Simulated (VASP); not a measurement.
# SnO (P4/nmm) in VASP: further runs, part 2 of 2

VASP 6.6.1. Earlier steps stand in the parts before.

## 6. Single point, PBE+D3(BJ)

This run uses another cell than the first one, of 17.06 Å³/atom, 0.960 times its volume.

Input file INCAR:

```
SYSTEM = SnO
  PREC = Accurate
  ENCUT = 520
  EDIFF = 1E-7
  ISMEAR = -1
  SIGMA = 0.05
  LREAL = .FALSE.
  LASPH = .TRUE.
  NELM = 60
  ALGO = Normal
  ISIF = 2
  LWAVE = .FALSE.
  LCHARG = .FALSE.
  GGA = PE
  IVDW = 12
  NBANDS = 28
```

Input file KPOINTS:

```
Automatic mesh
0
G
  7 7 6
  0 0 0
```

Input file POSCAR:

```
SnO
1.0
    3.7621524798      0.0000000000      0.0000000000
    0.0000000000      3.7621524798      0.0000000000
    0.0000000000      0.0000000000      4.8208658347
Sn O
2 2
Direct
    0.5000000000      0.0000000000      0.7646261400
    0.0000000000      0.5000000000      0.2353738600
    0.0000000000      0.0000000000      0.0000000000
    0.5000000000      0.5000000000      0.0000000000
```

Potentials or basis: VASP PAW PBE potentials, release 64 (Sn_d, O).

The run is started by

```sh
$ cat potpaw_PBE.64/Sn_d/POTCAR potpaw_PBE.64/O/POTCAR > POTCAR
$ mpirun -np 1 vasp_std > vasp.out
```

OUTCAR:

```text
SYSTEM = SnO
   PREC = Accurate
   ENCUT = 520
   EDIFF = 1E-7
   ISMEAR = -1
   LREAL = .FALSE.
   LASPH = .TRUE.
   NELM = 60
   ISIF = 2
   GGA = PE
   IVDW = 12
 IVDW          = 12

 ion  position               nearest neighbor table
   1  0.500  0.000  0.765-   3 2.20   4 2.20   4 2.20   3 2.20   2 3.50   2 3.50   2 3.50   2 3.50
                             2 3.69   2 3.69   2 3.69   2 3.69
   2  0.000  0.500  0.235-   3 2.20   4 2.20   3 2.20   4 2.20   1 3.50   1 3.50   1 3.50   1 3.50
                             1 3.69   1 3.69   1 3.69   1 3.69
   3  0.000  0.000  0.000-   1 2.20   2 2.20   2 2.20   1 2.20
[... 954 lines left out ...]
  -------------------------------------------------------------------------------------
  Total       2.86528     2.86528     2.00694     0.00000     0.00000     0.00000
  in kB      67.27915    67.27915    47.12460     0.00000     0.00000     0.00000
  external pressure =       60.56 kB  Pullay stress =        0.00 kB

 VOLUME and BASIS-vectors are now :
 -----------------------------------------------------------------------------
  energy-cutoff  :      520.00
  volume of cell :       68.23
      direct lattice vectors                 reciprocal lattice vectors
     3.762152480  0.000000000  0.000000000     0.265805282  0.000000000  0.000000000
     0.000000000  3.762152480  0.000000000     0.000000000  0.265805282  0.000000000
     0.000000000  0.000000000  4.820865835     0.000000000  0.000000000  0.207431618

 POSITION                                       TOTAL-FORCE (eV/Angst)
 -----------------------------------------------------------------------------------
      1.88108      0.00000      3.68616         0.000000     -0.000000     -1.089873
      0.00000      1.88108      1.13471        -0.000000     -0.000000      1.089873
      0.00000      0.00000      0.00000        -0.000000     -0.000000     -0.000000
      1.88108      1.88108      0.00000        -0.000000      0.000000     -0.000000
 -----------------------------------------------------------------------------------
    total drift:                                0.000000      0.000000      0.000000

  FREE ENERGIE OF THE ION-ELECTRON SYSTEM (eV)
  ---------------------------------------------------
  free  energy   TOTEN  =       -23.5397145848 eV

  energy  without entropy=      -23.5388497259  energy(sigma->0) =      -23.53928216
```

OSZICAR:

```text
N       E                     dE             d eps       ncg     rms          rms(c)
DAV:   1     0.418933494550E+03    0.41893E+03   -0.19964E+04  2336   0.222E+03
DAV:   2     0.373336987769E+02   -0.38160E+03   -0.36613E+03  2308   0.542E+02
DAV:   3    -0.232586891635E+02   -0.60592E+02   -0.59483E+02  2572   0.182E+02
DAV:   4    -0.261554287056E+02   -0.28967E+01   -0.28816E+01  2568   0.419E+01
DAV:   5    -0.262219341868E+02   -0.66505E-01   -0.66495E-01  2432   0.692E+00    0.118E+01
DAV:   6    -0.225724697636E+02    0.36495E+01   -0.15902E+01  3596   0.439E+01    0.481E+00
DAV:   7    -0.225936520720E+02   -0.21182E-01   -0.18904E+00  2676   0.841E+00    0.248E+00
DAV:   8    -0.225830413012E+02    0.10611E-01   -0.26694E-01  3108   0.379E+00    0.813E-01
DAV:   9    -0.225752075655E+02    0.78337E-02   -0.48129E-02  3420   0.245E+00    0.228E-01
DAV:  10    -0.225763299063E+02   -0.11223E-02   -0.63864E-03  2956   0.721E-01    0.115E-01
DAV:  11    -0.225761529809E+02    0.17693E-03   -0.13645E-03  3392   0.378E-01    0.236E-02
DAV:  12    -0.225761872105E+02   -0.34230E-04   -0.23512E-04  2332   0.859E-02    0.356E-02
DAV:  13    -0.225761745615E+02    0.12649E-04   -0.54014E-05  3064   0.790E-02    0.234E-03
DAV:  14    -0.225761748141E+02   -0.25259E-06   -0.59099E-06  2344   0.148E-02    0.360E-03
DAV:  15    -0.225761749547E+02   -0.14064E-06   -0.22694E-07  2116   0.379E-03    0.220E-03
DAV:  16    -0.225761750564E+02   -0.10172E-06   -0.10087E-07  1156   0.365E-03    0.501E-04
DAV:  17    -0.225761751211E+02   -0.64685E-07   -0.39424E-08  1140   0.194E-03
   1 F= -.23539715E+02 E0= -.23539282E+02  d E =-.864859E-03
```

Wall time 53 s (1 thread of Intel Xeon 6975P-C (Granite Rapids), shared host); peak memory 0.21 GiB.

Results:

```yaml
Free_energy: -23.5397 eV
Pressure: 6.1 GPa
Largest_force: 1.090 eV/Å
Band_gap_on_the_k_mesh: 0.24 eV, indirect (least direct gap 2.03 eV)
Dispersion_energy_per_atom: -0.241 eV
```

Forces on the atoms (eV/Å):
```
Sn   0.000  0.000 -1.090
Sn   0.000  0.000  1.090
O    0.000  0.000  0.000
O    0.000  0.000  0.000
```

Levels at points of the mesh, in eV from the valence-band top:
```tsv
k point	band 18	band 19	band 20	band 21	band 22	band 23
(0.00, 0.00, 0.00)	-3.49	-3.49	0.00	2.11	4.21	4.74
(0.00, 0.00, 0.50)	-3.50	-3.11	-2.45	1.61	2.95	2.95
```

Caveat: spin-orbit coupling is left out, which moves the levels of the heavy elements; forces of over 1 eV/Å act on the atoms, so gaps and moduli don't describe the material at rest. A k mesh can miss the band edges.

## 7. The runs side by side

```tsv
level	cell	k mesh	gap on the mesh (eV)	pressure (GPa)	largest force (eV/Å)
RPBE	a = 3.814, b = 3.814, c = 4.887 Å, 4 atoms	4 × 4 × 3	0.16	6.4	0.68
revPBE	a = 3.814, b = 3.814, c = 4.887 Å, 4 atoms	4 × 4 × 3	0.16	5.7	0.63
BLYP	a = 3.814, b = 3.814, c = 4.887 Å, 4 atoms	4 × 4 × 3	0.36	8.4	0.66
PBE+D3(BJ)	a = 3.736, b = 3.736, c = 4.787 Å, 4 atoms	7 × 7 × 6	0.16	8.6	1.44
PBE+D3(BJ)	a = 3.762, b = 3.762, c = 4.821 Å, 4 atoms	7 × 7 × 6	0.24	6.1	1.09
```

Alike in all rows: task single point; potentials or basis VASP PAW PBE potentials, release 64 (Sn_d, O); no spin polarisation; cutoff (eV) 520; smearing fermi-dirac 0.05 eV.

Caveats: some runs use coarse meshes; spin-orbit coupling is left out, which moves the levels of the heavy elements; the PAW data sets were made with another functional, which shifts forces and pressure a little (some runs); forces of over 1 eV/Å act on the atoms, so gaps and moduli don't describe the material at rest (some runs).

Absolute energies hang on the potentials; compare differences alone.
